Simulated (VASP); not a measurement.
# Al3BSb2 (P-3m1) in VASP: further runs, part 2 of 2

VASP 6.6.1.

**3. Relaxation of cell and atoms, PBE**

This run uses another cell than the first one, of 18.20 Å³/atom, 0.964 times its volume.

Contents of INCAR:

```
SYSTEM = Al3BSb2
ALGO = Normal ; EDIFF = 1E-6
EDIFFG = -0.08 ; ENCUT = 600
GGA = PE ; IBRION = 2
ISIF = 3 ; ISMEAR = 0
LASPH = .True. ; LCHARG = .False.
LREAL = .False. ; LWAVE = .False.
NELM = 100 ; NSW = 36
PREC = Accurate ; SIGMA = 0.2
```

Contents of KPOINTS:

```
k-points
0
Gamma
  5 5 2
  0 0 0
```

Contents of POSCAR:

```
Al3BSb2
1.0
    3.7200000000      0.0000000000      0.0000000000
   -1.8600000000      3.2216145000      0.0000000000
    0.0000000000      0.0000000000      9.1100000000
Al B Sb
3 1 2
Direct
    0.3333333300      0.6666666700      0.1667000000
    0.6666666700      0.3333333300      0.8333000000
    0.0000000000      0.0000000000      0.5000000000
    0.0000000000      0.0000000000      0.0000000000
    0.6666666700      0.3333333300      0.3333000000
    0.3333333300      0.6666666700      0.6667000000
```

Potentials or basis: VASP PAW PBE potentials, release 64 (Al, B, Sb).

Launch:

```sh
cat potpaw_PBE.64/Al/POTCAR potpaw_PBE.64/B/POTCAR potpaw_PBE.64/Sb/POTCAR > POTCAR
mpirun -np 1 vasp_std > vasp.out
```

OUTCAR:

```text
SYSTEM = Al3BSb2
   EDIFF = 1E-6
   EDIFFG = -0.08
   ENCUT = 600
   GGA = PE
   IBRION = 2
   ISIF = 3
   ISMEAR = 0
   LASPH = .True.
   LREAL = .False.
   NELM = 100
   NSW = 36
   PREC = Accurate

 ion  position               nearest neighbor table
   1  0.333  0.667  0.167-   5 2.63   5 2.63   5 2.63   4 2.63   4 2.63   4 2.63
   2  0.667  0.333  0.833-   6 2.63   6 2.63   6 2.63   4 2.63   4 2.63   4 2.63
   3  0.000  0.000  0.500-   5 2.63   6 2.63   6 2.63   5 2.63   5 2.63   6 2.63
   4  0.000  0.000  0.000-   1 2.63   2 2.63   1 2.63   2 2.63   2 2.63   1 2.63
   5  0.667  0.333  0.333-   1 2.63   1 2.63   1 2.63   3 2.63   3 2.63   3 2.63   6 3.72   6 3.72
                             6 3.72
   6  0.333  0.667  0.667-   2 2.63   2 2.63   2 2.63   3 2.63   3 2.63   3 2.63   5 3.72   5 3.72
                             5 3.72

  LATTYP: Found a hexagonal cell.
 ALAT       =     3.7200000000
 C/A-ratio  =     2.4489247312

  Lattice vectors:

 A1 = (   3.7200000000,   0.0000000000,   0.0000000000)
 A2 = (  -1.8600000000,   3.2216145000,   0.0000000000)
 A3 = (   0.0000000000,   0.0000000000,   9.1100000000)

Analysis of symmetry for initial positions (statically):
=====================================================================
 Subroutine PRICEL returns:
 Original cell was already a primitive cell.

[... 167 lines left out ...]

  FORCE on cell =-STRESS in cart. coord.  units (eV):
  Direction    XX          YY          ZZ          XY          YZ          ZX
  --------------------------------------------------------------------------------------
  -------------------------------------------------------------------------------------
  Total        8.2240832      8.2240832      8.8266582      0.0000000      0.0000000      0.0000000
  in kB      120.6877504    120.6877502    129.5304893      0.0000000      0.0000000      0.0000000
  external PRESSURE =     123.6353299 kB  Pullay stress =       0.0000000 kB
[... 466 lines left out ...]
      2      -1.3634      2.00000
      3      -0.3079      2.00000
      4       0.5245      2.00000
      5       1.9112      2.00000
      6       2.5527      2.00000
      7       3.0174      2.00000
      8       4.1524      2.00000
      9       4.2474      2.00000
     10       4.6205      2.00000
     11       5.3198      2.00000
     12       6.5255      1.99995
     13       8.1887      0.00000
     14       8.5417      0.00000
     15       8.6018      0.00000

[... ionic steps 4 to 14 ...]

--------------------------------------- Ionic step       15  -------------------------------------------

 number of electron      21.9999999 magnetization

------------------------ aborting loop because EDIFF is reached ----------------------------------------
[... 75 lines left out ...]
--------------------------------------- Ionic step       17  -------------------------------------------

 number of electron      21.9999999 magnetization

 Free energy of the ion-electron system (eV)
  ---------------------------------------------------
  ext. energy  EPLUGINS =         0.00000000
  ---------------------------------------------------
  free energy    TOTEN  =       -25.42582858 eV

  energy without entropy =      -25.40198583  energy(sigma->0) =      -25.41390721

 E-fermi :   7.6169     XC(G=0): -10.1716

 val. band max:        7.5559326025   @ k =   0.2000  -0.0000   0.5000
 cond. band min:       7.8250363078   @ k =   0.2000   0.2000   0.0000
 fundamental gap:      0.2691037053
 Fermi energy:         7.6168641636
[... 211 lines left out ...]
  FREE ENERGIE OF THE ION-ELECTRON SYSTEM (eV)
  ---------------------------------------------------
  free  energy   TOTEN  =       -25.4258285809 eV

  energy  without entropy=      -25.4019858349  energy(sigma->0) =      -25.41390721

 reached required accuracy - stopping structural energy minimisation
```

OSZICAR:

```text
N       E                     dE             d eps       ncg     rms          rms(c)
DAV:   1     0.799085966027E+02    0.79909E+02   -0.88306E+03   300   0.135E+03
DAV:   2    -0.170655340405E+02   -0.96974E+02   -0.95227E+02   386   0.175E+02
DAV:   3    -0.222018473104E+02   -0.51363E+01   -0.50256E+01   412   0.434E+01
[... 170 lines left out ...]
DAV:   3    -0.254258825337E+02    0.54576E-03   -0.15837E-03   384   0.199E-01    0.345E-02
DAV:   4    -0.254258393036E+02    0.43230E-04   -0.16234E-04   370   0.764E-02    0.310E-02
DAV:   5    -0.254258302855E+02    0.90181E-05   -0.21084E-05   377   0.254E-02    0.204E-02
DAV:   6    -0.254258285094E+02    0.17761E-05   -0.27248E-06   252   0.924E-03    0.219E-03
DAV:   7    -0.254258285809E+02   -0.71550E-07   -0.85543E-07   178   0.551E-03
  17 F= -.25425829E+02 E0= -.25413907E+02  d E =-.447743E-02
```

CONTCAR:

```text
Al3BSb2
   1.00000000000000
     3.4789003231203099    0.0000000000000000    0.0000000000000000
    -1.7394501615601550    3.0128160554726175   -0.0000000000000001
    -0.0000000000000000    0.0000000000000000   10.8405045235549551
  Al              B               Sb
     3     1     2
Direct
     0.3333333300000021    0.6666666699999979    0.0872120837248504
     0.6666666699999979    0.3333333300000021    0.9127879162751495
     0.0000000000000000    0.0000000000000000    0.5000000000000000
     0.0000000000000000    0.0000000000000000    0.0000000000000000
     0.6666666699999979    0.3333333300000021    0.3061483587761492
     0.3333333300000021    0.6666666699999979    0.6938516412238507

  0.00000000E+00  0.00000000E+00  0.00000000E+00
  0.00000000E+00  0.00000000E+00  0.00000000E+00
  0.00000000E+00  0.00000000E+00  0.00000000E+00
  0.00000000E+00  0.00000000E+00  0.00000000E+00
  0.00000000E+00  0.00000000E+00  0.00000000E+00
  0.00000000E+00  0.00000000E+00  0.00000000E+00
```

It took 5 min on 1 thread of Intel Xeon Platinum 8259CL at 2.50GHz (Skylake/Cascade Lake), shared host; peak memory 0.28 GiB.

Results:

* Free energy: -25.4258 eV
* Relaxed volume: 18.94 Å³/atom
* Relaxed cell: a = 3.479 Å, b = 3.479 Å, c = 10.841 Å, α = 90.00°, β = 90.00°, γ = 120.00°
* Space group after relaxing (to 0.05 Å): P-3m1 (No. 164)
* Energy gained by relaxing: 587.5 meV/atom
* Ionic steps: 17
* Pressure after relaxing: 0.1 GPa
* Largest force after relaxing: 0.052 eV/Å
* Band gap on the k mesh: zero (band 11 reaches 10.67 eV, above the bottom of band 12 at 6.03 eV)

Forces on the atoms (eV/Å):
```
Al   0.000  0.000 -0.049
Al   0.000  0.000  0.049
Al   0.000  0.000  0.000
B    0.000  0.000  0.000
Sb   0.000  0.000  0.052
Sb   0.000  0.000 -0.052
```

Step by step:
| step | energy change (eV) | largest force (eV/Å) | pressure (GPa) | volume (Å³) |
| --- | --- | --- | --- | --- |
| 1 | 0.0000 | 3.4975 | 12.36 | 109.18 |
| 2 | -1.1344 | 1.5956 | -5.54 | 132.90 |
| 3 | -1.1568 | 1.7960 | -3.99 | 129.31 |
| 4 | -1.7388 | 1.7017 | -3.87 | 125.21 |
| 5 | -3.1651 | 0.8063 | 0.34 | 113.19 |
| 6 | 6.7239 | 9.9860 | 59.27 | 90.42 |
| 7 | -3.2563 | 0.8169 | 1.63 | 111.66 |
| 8 | -3.2652 | 0.8202 | 2.29 | 110.95 |
| 9 | -3.3951 | 0.4993 | -0.78 | 115.52 |
| 10 | -3.4049 | 0.5534 | -1.24 | 116.47 |
| 11 | -3.4059 | 0.6680 | -2.16 | 118.34 |
| 12 | -3.3818 | 0.6867 | 0.93 | 113.86 |
| 13 | -3.4554 | 0.6725 | -1.02 | 116.49 |
| 14 | -3.5186 | 0.2473 | 0.52 | 113.30 |
| 15 | -3.5208 | 0.1219 | 0.90 | 112.60 |
| 16 | -3.5191 | 0.2414 | -0.89 | 114.85 |
| 17 | -3.5252 | 0.0520 | 0.06 | 113.62 |

Final structure:
```
Al B Sb
1.0
     3.47890    0.00000    0.00000
    -1.73945    3.01282    0.00000
     0.00000    0.00000   10.84050
Al B Sb
3 1 2
Cartesian
  0.0000 2.0085 0.9454
  1.7394 1.0043 9.8951
  0.0000 0.0000 5.4203
  0.0000 0.0000 0.0000
  1.7394 1.0043 3.3188
  0.0000 2.0085 7.5217
```

Levels at points of the mesh, in eV from the Fermi level:
```csv
k point,band 8,band 9,band 10,band 11,band 12,band 13,band 14,band 15
"(0.00, 0.00, 0.00)",0.44,0.44,3.01,3.01,3.15,3.15,4.76,4.76
"(0.00, 0.00, 0.50)",0.44,2.69,3.05,3.05,3.12,3.12,3.95,4.66
```

Caveat: the k points lie up to 0.42 Å⁻¹ apart in the final cell; spin-orbit coupling is left out, which moves the levels of the heavy elements; the relaxation stopped at a loose force limit of 0.08 eV/Å, so its end isn't a converged minimum.
